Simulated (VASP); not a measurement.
# Ge (Cmmm) in VASP: a series of runs

Ge is run at these levels: LDA; tasks: single point.

Everything below comes from runs of VASP 6.6.1. Logs are shortened: lines on timing, memory, paths and dates and some standing lists are left out, and cuts for length are marked.

### Step 1. The cell of the first run

Symmetry: Cmmm, No. 65, orthorhombic system. Conventional cell: a = 2.678 Å, b = 4.984 Å, c = 2.586 Å, α = 90.00°, β = 90.00°, γ = 90.00°. Ge (site symmetry mmm) has 8 Ge at 2.59 to 2.83 Å within 3.4 Å.

### Step 2. Single point, LDA

INCAR reads:

```
SYSTEM = Ge
PREC     = Accurate       ! precision mode
ENCUT    = 520            ! plane-wave cutoff, eV
EDIFF    = 1E-6           ! SCF threshold, eV
ISMEAR   = -1             ! smearing method
SIGMA    = 0.15           ! smearing width, eV
LREAL    = .FALSE.        ! projectors in reciprocal space
LASPH    = .TRUE.         ! aspherical terms in the spheres
NELM     = 100            ! most SCF steps
ALGO     = Normal         ! electronic algorithm
ISIF     = 2              ! what is computed and relaxed
LWAVE    = .FALSE.        ! write WAVECAR
LCHARG   = .FALSE.        ! write CHGCAR
GGA      = CA             ! functional
NBANDS   = 13             ! bands
```

KPOINTS reads:

```
Automatic mesh
0
G
  12 12 11
  0 0 0
```

POSCAR reads:

```
Ge
1.0
    1.3388654924     -2.4920328002      0.0000000000
    1.3388654924      2.4920328002      0.0000000000
    0.0000000000      0.0000000000      2.5856715185
Ge
1
Direct
    0.5000000000      0.5000000000      0.0000000000
```

Potentials or basis: VASP PAW LDA potentials, release 64 (Ge_d).

Launch:

```sh
$ cat potpaw_LDA.64/Ge_d/POTCAR > POTCAR
$ mpirun -np 1 vasp_std > vasp.out
```

OUTCAR:

```text
SYSTEM = Ge
   PREC = Accurate
   ENCUT = 520
   EDIFF = 1E-6
   ISMEAR = -1
   LREAL = .FALSE.
   LASPH = .TRUE.
   NELM = 100
   ISIF = 2
   GGA = CA

 ion  position               nearest neighbor table
   1  0.500  0.500  0.000-

  LATTYP: Found a base centered orthorhombic cell.
 ALAT       =     2.6777309848
 B/A-ratio  =     1.8613018368
 C/A-ratio  =     0.9656203454

  Lattice vectors:

 A1 = (   1.3388654924,  -2.4920328002,   0.0000000000)
 A2 = (   1.3388654924,   2.4920328002,   0.0000000000)
 A3 = (   0.0000000000,   0.0000000000,   2.5856715185)

Analysis of symmetry for initial positions (statically):
=====================================================================
 Subroutine PRICEL returns:
 Original cell was already a primitive cell.

 Routine SETGRP: Setting up the symmetry group for a
 base centered orthorhombic supercell.

 Subroutine GETGRP returns: Found  8 space group operations
 (whereof  8 operations were pure point group operations)
 out of a pool of  8 trial point group operations.

The static configuration has the point symmetry D_2h.

Analysis of symmetry for dynamics (positions and initial velocities):
=====================================================================
 Subroutine PRICEL returns:
 Original cell was already a primitive cell.

 Routine SETGRP: Setting up the symmetry group for a
 base centered orthorhombic supercell.

 Subroutine GETGRP returns: Found  8 space group operations
 (whereof  8 operations were pure point group operations)
 out of a pool of  8 trial point group operations.

The dynamic configuration has the point symmetry D_2h.

 Subroutine INISYM returns: Found  8 space group operations
 (whereof  8 operations are pure point group operations),
 and found     1 'primitive' translations

----------------------------------------------------------------------------------------

                                     Primitive cell

  volume of cell :      17.2542

  direct lattice vectors                    reciprocal lattice vectors
     1.338865492 -2.492032800  0.000000000     0.373450509 -0.200639414  0.000000000
     1.338865492  2.492032800  0.000000000     0.373450509  0.200639414  0.000000000
     0.000000000  0.000000000  2.585671518     0.000000000  0.000000000  0.386746728

  length of vectors
     2.828919985  2.828919985  2.585671518     0.423935676  0.423935676  0.386746728

  position of ions in fractional coordinates (direct lattice)
     0.500000000  0.500000000  0.000000000

  ion indices of the primitive-cell ions
   primitive index   ion index
                 1           1

----------------------------------------------------------------------------------------

 KPOINTS: Automatic mesh

Automatic generation of k-mesh.
 Grid dimensions read from file:
 generate k-points for:   12   12   11

 Generating k-lattice:

  Cartesian coordinates                     Fractional coordinates (reciprocal lattice)
     0.031120876 -0.016719951  0.000000000     0.083333333  0.000000000  0.000000000
     0.031120876  0.016719951  0.000000000     0.000000000  0.083333333  0.000000000
     0.000000000  0.000000000  0.035158793     0.000000000  0.000000000  0.090909091

  Length of vectors
     0.035327973  0.035327973  0.035158793

  Shift w.r.t. Gamma in fractional coordinates (k-lattice)
     0.000000000  0.000000000  0.000000000

 Subroutine IBZKPT returns following result:
 ===========================================

 Found    258 irreducible k-points:

 Following reciprocal coordinates:
            Coordinates               Weight
  0.000000  0.000000  0.000000      1.000000
  0.083333 -0.000000  0.000000      4.000000
  0.166667 -0.000000  0.000000      4.000000
  0.250000 -0.000000  0.000000      4.000000
  0.333333 -0.000000  0.000000      4.000000
  0.416667 -0.000000  0.000000      4.000000
[... 16 lines left out ...]
  0.500000  0.166667  0.000000      4.000000
 -0.416667  0.166667  0.000000      4.000000
 [... further k-points ...]
   k-points           NKPTS =    258   k-points in BZ     NKDIM =    258   number of bands    NBANDS=     13
   number of dos      NEDOS =    301   number of ions     NIONS =      1
   total plane-waves  NPLWV =  11520
   dimension x,y,z NGX =    24 NGY =   24 NGZ =   20
   dimension x,y,z NGXF=    48 NGYF=   48 NGZF=   40
   ions per type =               1
   NGX,Y,Z   is equivalent  to a cutoff of  14.10, 14.10, 12.86 a.u.
   NGXF,Y,Z  is equivalent  to a cutoff of  28.21, 28.21, 25.72 a.u.
 SYSTEM =  Ge
   PREC   = accura    normal or accurate (medium, high low for compatibility)
   ISTART =      0    job   : 0-new  1-cont  2-samecut
   ICHARG =      2    charge: 1-file 2-atom 10-const
   ISPIN  =      1    spin polarized calculation?
   LNONCOLLINEAR =      F non collinear calculations
   LSORBIT =      F    spin-orbit coupling
   LASPH  =      T    aspherical Exc in radial PAW
   ENCUT  =  520.0 eV  38.22 Ry    6.18 a.u.   5.26  5.26  4.81*2*pi/ulx,y,z
   NELM   =    100;   NELMIN=  2; NELMDL= -5     # of ELM steps
   EDIFF  = 0.1E-05   stopping-criterion for ELM
   LREAL  =      F    real-space projection
   EDIFFG = 0.1E-04   stopping-criterion for IOM
   NSW    =      0    number of steps for IOM
   IBRION =     -1    ionic relax: 0-MD 1-quasi-New 2-CG
   NFREE  =      0    steps in history (QN), initial steepest desc. (CG)
   ISIF   =      2    stress and relaxation
   ISYM   =      2    0-nonsym 1-usesym 2-fastsym
   POTIM  = 0.5000    time-step for ionic-motion
   TEBEG  =    0.0;   TEEND  =   0.0 temperature during run
   PSTRESS=    0.0 pullay stress
   NELECT =      14.0000    total number of electrons
   NUPDOWN=      -1.0000    fix difference up-down
   EMIN   =  10.00;   EMAX   =-10.00  energy-range for DOS
   EFERMI =   0.00;   METHOD = LEGACY
   ISMEAR =    -1;   SIGMA  =   0.15  broadening in eV -4-tet -1-fermi 0-gaus
   EFERMI_NEDOS =   21; number of points for ismear=-14 and -15
   IALGO  =     38    algorithm
   IMIX   =      4    mixing-type and parameters
     AMIX     =   0.40;   BMIX     =  1.00
     AMIX_MAG =   1.60;   BMIX_MAG =  1.00
  volume/ion in A,a.u.               =      17.25       116.44
  Fermi-wavevector in a.u.,A,eV,Ry     =   1.526931  2.885482 31.722244  2.331519
  Thomas-Fermi vector in A             =   2.634897
   LORBIT       =      0    0 simple, 1 ext, 2 COOP (PROOUT), +10 PAW based schemes
   GGA     = CA    functional components
   LHFCALC =     F    Hartree Fock is set to
   AEXX    =    0.0000 exact exchange contribution
   IVDW    =     0    specifies the selected vdW correction
   LEPSILON=     F    determine dielectric tensor
   LRPA    =     F    only Hartree local field effects (RPA)
 non-spin polarized calculation
  energy-cutoff  :      520.00
  volume of cell :       17.25
 maximum number of plane-waves:       479
 NGX is ok and might be reduce to    24
   NGX = 11   NGY = 11   NGZ =  9

 number of electron      14.0000014 magnetization

 Free energy of the ion-electron system (eV)
  ---------------------------------------------------
  ext. energy  EPLUGINS =         0.00000000
  ---------------------------------------------------
  free energy    TOTEN  =        -4.99373553 eV

  energy without entropy =       -4.96416193  energy(sigma->0) =       -4.97894873

 E-fermi :   7.3890     XC(G=0): -11.9759

 val. band max:        7.3878731545   @ k =  -0.2500   0.2500   0.0000
 cond. band min:       7.4055010634   @ k =   0.5000   0.1667   0.0909
 fundamental gap:      0.0176279089
 Fermi energy:         7.3890176138

 k-point     1 :       0.0000    0.0000    0.0000
  band No.  band energies     occupation
      1     -17.5976      2.00000
      2     -17.4960      2.00000
      3     -17.4237      2.00000
      4     -17.2823      2.00000
      5     -17.2620      2.00000
      6      -6.6040      2.00000
      7      14.6711      0.00000
      8      15.3297      0.00000
      9      17.0529      0.00000
     10      18.1760      0.00000
     11      20.7697      0.00000
     12      23.3391      0.00000
     13      23.5490      0.00000

 k-point     2 :       0.0833   -0.0000    0.0000
  band No.  band energies     occupation
      1     -17.5904      2.00000
      2     -17.4858      2.00000
      3     -17.4251      2.00000
      4     -17.2839      2.00000
      5     -17.2669      2.00000
      6      -6.4178      2.00000
      7      14.5182      0.00000
      8      14.8578      0.00000
      9      15.4263      0.00000
     10      18.6512      0.00000
     11      20.4948      0.00000
     12      22.0447      0.00000
     13      25.0247      0.00000

 k-point     3 :       0.1667   -0.0000    0.0000
  band No.  band energies     occupation
      1     -17.5733      2.00000
      2     -17.4653      2.00000
      3     -17.4195      2.00000
      4     -17.2902      2.00000
      5     -17.2783      2.00000
      6      -5.8585      2.00000
      7      11.8501      0.00000
      8      13.8135      0.00000
      9      15.4092      0.00000
     10      18.1620      0.00000
     11      19.9235      0.00000
     12      23.9361      0.00000
     13      27.4296      0.00000
[... 305 lines left out ...]
 k-point    23 :       0.5000    0.1667    0.0000
  band No.  band energies     occupation
      1     -17.5267      2.00000
      2     -17.4420      2.00000
      3     -17.3310      2.00000
      4     -17.3310      2.00000
      5     -17.3031      2.00000
      6      -1.7583      2.00000
      7       3.7085      2.00000
      8       7.2319      1.48047
      9      18.8418      0.00000
     10      20.5024      0.00000
     11      23.6611      0.00000
     12      26.8386      0.00000
     13      27.9060      0.00000

 k-point    24 :      -0.4167    0.1667    0.0000
  band No.  band energies     occupation
      1     -17.5317      2.00000
      2     -17.4596      2.00000
      3     -17.3491      2.00000
      4     -17.3220      2.00000
      5     -17.2947      2.00000
      6      -3.3025      2.00000
      7       6.0840      1.99967
      8       7.9419      0.04891
      9      17.6952      0.00000
     10      20.9778      0.00000
     11      22.4226      0.00000
     12      27.8538      0.00000
     13      28.7166      0.00000

 [... further k-points ...]

------------------------ aborting loop because EDIFF is reached ----------------------------------------

  FORCE on cell =-STRESS in cart. coord.  units (eV):
  Direction    XX          YY          ZZ          XY          YZ          ZX
  --------------------------------------------------------------------------------------
  -------------------------------------------------------------------------------------
  Total        0.6295244      0.0735758      0.5566320      0.0000000      0.0000000      0.0000000
  in kB       58.4559997      6.8320559     51.6873985      0.0000000      0.0000000      0.0000000
  external PRESSURE =      38.9918180 kB  Pullay stress =       0.0000000 kB

 VOLUME and BASIS-vectors are now :
 -----------------------------------------------------------------------------
  energy-cutoff  :      520.00
  volume of cell :       17.25
      direct lattice vectors                 reciprocal lattice vectors
     1.338865492 -2.492032800  0.000000000     0.373450509 -0.200639414  0.000000000
     1.338865492  2.492032800  0.000000000     0.373450509  0.200639414  0.000000000
     0.000000000  0.000000000  2.585671518     0.000000000  0.000000000  0.386746728

 POSITION                                       TOTAL-FORCE (eV/Angst)
 -----------------------------------------------------------------------------------
      1.33887      0.00000      0.00000         0.000000     -0.000000      0.000000
 -----------------------------------------------------------------------------------
    total drift:                               -0.000000     -0.000000     -0.000000

  FREE ENERGIE OF THE ION-ELECTRON SYSTEM (eV)
  ---------------------------------------------------
  free  energy   TOTEN  =        -4.9937355347 eV

  energy  without entropy=       -4.9641619278  energy(sigma->0) =       -4.97894873
```

It took 18 s on 1 thread of Intel Xeon 6975P-C (Granite Rapids), shared host; peak memory 0.16 GiB.

Results:

```
Free energy            : -4.9937 eV
Pressure               : 3.9 GPa
Band gap on the k mesh : zero (band 7 reaches 14.67 eV, above the bottom of band 8 at 3.67 eV)
```

Stress tensor (GPa, compression positive):
```
5.85 0.00 0.00
0.00 0.68 0.00
0.00 0.00 5.17
```

Levels at points of the mesh, in eV from the Fermi level:
```tsv
k point	band 3	band 4	band 5	band 6	band 7	band 8	band 9	band 10	band 11	band 12
(0.00, 0.00, 0.00)	-24.81	-24.67	-24.65	-13.99	7.28	7.94	9.66	10.79	13.38	15.95
(0.50, 0.00, 0.00)	-24.73	-24.69	-24.67	-8.12	-6.08	3.70	7.89	11.84	17.39	17.93
(0.50, 0.50, 0.00)	-24.73	-24.69	-24.66	-9.10	-6.34	5.68	9.74	11.07	17.07	17.33
```

### Step 3. Single point, LDA

This run uses another cell than the first one, of 18.04 Å³/atom, 1.045 times its volume.

INCAR reads:

```
SYSTEM = Ge
PREC     = Accurate       ! precision mode
ENCUT    = 520            ! plane-wave cutoff, eV
EDIFF    = 1E-6           ! SCF threshold, eV
ISMEAR   = -1             ! smearing method
SIGMA    = 0.15           ! smearing width, eV
LREAL    = .False.        ! projectors in reciprocal space
LASPH    = .True.         ! aspherical terms in the spheres
NELM     = 60             ! most SCF steps
ALGO     = Normal         ! electronic algorithm
ISIF     = 2              ! what is computed and relaxed
LWAVE    = .False.        ! write WAVECAR
LCHARG   = .False.        ! write CHGCAR
NBANDS   = 13             ! bands
```

KPOINTS reads:

```
Automatic mesh
0
Gamma
  12 12 11
  0 0 0
```

POSCAR reads:

```
Ge
1.0
    1.3588515060     -2.5292328040      0.0000000000
    1.3588515060      2.5292328040      0.0000000000
    0.0000000000      0.0000000000      2.6242693212
Ge
1
Direct
    0.5000000000      0.5000000000      0.0000000000
```

Potentials or basis: VASP PAW LDA potentials, release 64 (Ge_d).

Launch:

```sh
$ cat potpaw_LDA.64/Ge_d/POTCAR > POTCAR
$ mpirun -np 1 vasp_std > vasp.out
```

Wall time 22 s (1 thread of Intel Xeon 6975P-C (Granite Rapids), shared host); peak memory 0.16 GiB.

Results (log left out):

- Free energy: -5.0037 eV
- Pressure: -0.1 GPa
- Band gap on the k mesh: zero (band 7 reaches 13.90 eV, above the bottom of band 8 at 3.35 eV)

Stress tensor (GPa, compression positive):
```
 1.40  0.00  0.00
 0.00 -2.81  0.00
 0.00  0.00  1.03
```

Levels at points of the mesh, in eV from the Fermi level:
```tsv
k point	band 3	band 4	band 5	band 6	band 7	band 8	band 9	band 10	band 11	band 12
(0.00, 0.00, 0.00)	-24.78	-24.65	-24.63	-13.59	7.03	7.61	9.25	10.59	13.09	15.63
(0.50, 0.00, 0.00)	-24.70	-24.66	-24.65	-8.03	-5.79	3.59	7.76	11.32	17.08	17.55
(0.50, 0.50, 0.00)	-24.70	-24.67	-24.64	-8.96	-6.03	5.49	9.55	10.59	16.76	16.77
```
